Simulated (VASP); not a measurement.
# Dy in VASP: a series of runs, part 2 of 2

VASP 6.6.1. Earlier steps stand in the parts before.

**4. Relaxation of shape and atoms at fixed volume, PBE+U, collinear spin, ferromagnetic start**

Input file INCAR:

```
  PREC = Accurate
  ENCUT = 600
  EDIFF = 1E-7
  ISMEAR = 0
  SIGMA = 0.05
  LREAL = F
  LASPH = T
  NELM = 150
  ALGO = Normal
  ISIF = 4
  LWAVE = F
  LCHARG = F
  ISPIN = 2
  MAGMOM = 5.95 5.95
  LORBIT = 11
  LMAXMIX = 6
  LDAU = T
  LDAUTYPE = 2
  LDAUL = 3
  LDAUU = 6
  LDAUJ = 0
  LDAUPRINT = 1
  GGA = PE
  IBRION = 2
  NSW = 60
  EDIFFG = -0.04
```

Input file KPOINTS:

```
regular mesh
0
Gamma
  6 6 4
```

Input file POSCAR:

```
Dy
1.0
    3.5900000000      0.0000000000      0.0000000000
   -1.7950000000      3.1090311996      0.0000000000
    0.0000000000      0.0000000000      5.6470700000
Dy
2
Direct
    0.3333333333      0.6666666667      0.7500000000
    0.6666666667      0.3333333333      0.2500000000
```

Run with:

```console
$ cat potpaw_PBE.64/Dy/POTCAR > POTCAR
$ mpirun -np 1 vasp_std > vasp.out
```

Run time: 12 min. Hardware: 1 thread of Intel Xeon Platinum 8488C (Sapphire Rapids), shared host; peak memory 0.31 GiB.

The run converged. Its results:

| Item | Value |
| --- | --- |
| Free energy | -14.4352 eV |
| Energy gained by relaxing | 0.4 meV/atom |
| Ionic steps | 2 |
| Pressure after relaxing | 1.2 GPa |
| Net moment | 11.38 μB per cell |
| Site moments | Dy +5.22 μB |
| Valence electrons inside the program's atomic spheres | Dy 17.61 |

Stress tensor (GPa, compression positive):
```
1.12 0.00 0.00
0.00 1.12 0.00
0.00 0.00 1.30
```

Step by step:
```
step  energy change (eV)  largest force (eV/Å)  pressure (GPa)  volume (Å³)
   1              0.0000                0.0000            1.26        63.03
   2             -0.0008                0.0000            1.18        63.03
```

Final structure:
```
CELL_PARAMETERS angstrom
3.58176 0.00000 0.00000
-1.79088 3.10189 0.00000
0.00000 0.00000 5.67309
ATOMIC_POSITIONS crystal
Dy 0.33333 0.66667 0.75000
Dy 0.66667 0.33333 0.25000
```

Levels at points of the mesh, in eV from the Fermi level:
Spin up:
```
           k point  band 22  band 23  band 24  band 25  band 26  band 27  band 28  band 29  band 30
(0.00, 0.00, 0.00)    -7.47    -5.42    -2.53     0.82     1.56     1.56     1.81     2.22     2.22
(0.50, 0.00, 0.00)    -7.41    -2.28    -1.65    -1.31    -0.26     1.08     1.13     1.98     5.45
(0.00, 0.00, 0.50)    -7.48    -3.88    -3.88     0.62     0.62     1.45     1.45     1.45     1.45
(0.50, 0.00, 0.50)    -7.41    -2.22    -2.22    -0.37    -0.37     1.35     1.35     2.61     2.61
```
Spin down:
| k point | band 12 | band 13 | band 14 | band 15 | band 16 | band 17 |
| --- | --- | --- | --- | --- | --- | --- |
| (0.00, 0.00, 0.00) | -4.94 | -4.64 | -1.64 | 1.31 | 1.31 | 1.35 |
| (0.50, 0.00, 0.00) | -4.85 | -1.32 | -0.99 | -0.64 | 0.64 | 1.24 |
| (0.00, 0.00, 0.50) | -4.94 | -3.05 | -3.05 | 1.34 | 1.34 | 1.34 |
| (0.50, 0.00, 0.50) | -4.85 | -1.51 | -1.51 | 0.55 | 0.55 | 1.19 |

Eigenvalues of the final occupation matrices:
```
    site  spin  trace                         eigenvalues
site 1 f     1   6.98  1.00 1.00 1.00 1.00 1.00 1.00 1.00
site 1 f     2   1.99  0.00 0.00 0.00 0.00 0.00 0.99 0.99
site 2 f     1   6.98  1.00 1.00 1.00 1.00 1.00 1.00 1.00
site 2 f     2   1.99  0.00 0.00 0.00 0.00 0.00 0.99 0.99
```

Caveat: the magnetic or orbital state may not be the lowest; spin-orbit coupling is left out, which moves the levels of the heavy elements. The state reached can hang on the start; a lower one may exist.

**5. Single point, PBE+U, collinear spin, ferromagnetic start**

This run uses another cell than the first one, of 33.19 Å³/atom, 1.053 times its volume.

Input file INCAR:

```
ALGO = Normal
EDIFF = 1E-6
ENCUT = 520
GGA = PE
ISIF = 2
ISMEAR = 0
ISPIN = 2
LASPH = T
LCHARG = F
LDAU = T
LDAUJ = 0
LDAUL = 3
LDAUPRINT = 1
LDAUTYPE = 2
LDAUU = 6
LMAXMIX = 6
LORBIT = 11
LREAL = F
LWAVE = F
MAGMOM = 5.98 5.98
NBANDS = 31
NELM = 150
PREC = Accurate
SIGMA = 0.05
```

Input file KPOINTS:

```
k-points
0
Gamma
  8 8 4
```

Input file POSCAR:

```
Dy
1.0
    3.6523446956      0.0116859677      0.0000000000
   -1.8160520029      3.1454943382      0.0000000000
    0.0000000000      0.0000000000      5.7674649796
Dy
2
Direct
    0.3290001149      0.6645000574      0.7500000000
    0.6709998851      0.3354999425      0.2500000000
```

Run with:

```console
$ cat potpaw_PBE.64/Dy/POTCAR > POTCAR
$ mpirun -np 1 vasp_std > vasp.out
```

It took 19 min on 1 thread of Intel Xeon Platinum 8488C (Sapphire Rapids), shared host; peak memory 0.36 GiB.

The run converged. Its results:

```yaml
Free_energy: -14.4384 eV
Pressure: -0.9 GPa
Largest_force: 0.017 eV/Å
Net_moment: 11.45 μB per cell
Site_moments: Dy +5.22 μB
Valence_electrons_inside_the_program's_atomic_spheres: Dy 17.57
```

Forces on the atoms (eV/Å):
```
Dy   0.014  0.008  0.000
Dy  -0.014 -0.008  0.000
```

Stress tensor (GPa, compression positive):
```
-1.41 -0.11  0.00
-0.11 -1.28  0.00
 0.00  0.00 -0.11
```

Levels at points of the mesh, in eV from the Fermi level:
Spin up:
```tsv
k point	band 22	band 23	band 24	band 25	band 26	band 27	band 28	band 29	band 30	band 31
(0.00, 0.00, 0.00)	-7.66	-5.40	-2.50	0.58	1.38	1.52	1.69	2.04	2.10	2.37
(0.50, 0.00, 0.00)	-7.61	-2.32	-1.60	-1.25	-0.47	0.85	1.09	1.77	5.06	5.33
(0.00, 0.50, 0.00)	-7.60	-2.33	-1.60	-1.30	-0.42	0.96	1.02	1.85	5.10	5.43
(0.00, 0.00, 0.50)	-7.66	-3.91	-3.91	0.53	0.53	1.30	1.30	1.38	1.38	4.07
(0.50, 0.00, 0.50)	-7.61	-2.22	-2.22	-0.42	-0.42	1.10	1.10	2.46	2.46	5.17
(0.00, 0.50, 0.50)	-7.60	-2.19	-2.19	-0.43	-0.43	1.15	1.15	2.41	2.41	5.13
```
Spin down:
```tsv
k point	band 12	band 13	band 14	band 15	band 16	band 17
(0.00, 0.00, 0.00)	-5.13	-4.61	-1.61	1.12	1.14	1.16
(0.50, 0.00, 0.00)	-5.05	-1.32	-0.98	-0.57	0.48	1.07
(0.00, 0.50, 0.00)	-5.05	-1.35	-0.97	-0.62	0.51	1.09
(0.00, 0.00, 0.50)	-5.13	-3.08	-3.08	1.15	1.15	1.17
(0.50, 0.00, 0.50)	-5.05	-1.50	-1.50	0.55	0.55	1.02
(0.00, 0.50, 0.50)	-5.05	-1.47	-1.47	0.54	0.54	1.02
```

Eigenvalues of the final occupation matrices:
```
    site  spin  trace                         eigenvalues
site 1 f     1   6.98  1.00 1.00 1.00 1.00 1.00 1.00 1.00
site 1 f     2   1.99  0.00 0.00 0.00 0.00 0.00 0.99 0.99
site 2 f     1   6.98  1.00 1.00 1.00 1.00 1.00 1.00 1.00
site 2 f     2   1.99  0.00 0.00 0.00 0.00 0.00 0.99 0.99
```

Caveat: the magnetic or orbital state may not be the lowest; spin-orbit coupling is left out, which moves the levels of the heavy elements. The state reached can hang on the start; a lower one may exist.

**6. Overview**

```tsv
task	cell	k mesh	cutoff (eV)	gap on the mesh (eV)	pressure (GPa)	moment (μB)
single point	a = 3.590, b = 3.590, c = 5.647 Å, angles 90.0, 90.0, 120.0°, 2 atoms	6 × 6 × 4	520	none	1.2	11.38
relaxation of shape and atoms at fixed volume	relaxed from a = 3.590, b = 3.590, c = 5.647 Å, angles 90.0, 90.0, 120.0°, 2 atoms	6 × 6 × 4	600	none	1.2	11.38
single point	a = 3.652, b = 3.632, c = 5.767 Å, angles 90.0, 90.0, 119.8°, 2 atoms	8 × 8 × 4	520	none	-0.9	11.45
```

Alike in all rows: level PBE+U; potentials or basis VASP PAW PBE potentials, release 64 (Dy); spin collinear, ferromagnetic start; Dy f U = 6.0 eV; smearing gaussian 0.05 eV.

Caveats: the magnetic or orbital state may not be the lowest; spin-orbit coupling is left out, which moves the levels of the heavy elements.

Total energies depend on the potentials used, so only differences within one code and one set of settings carry meaning.
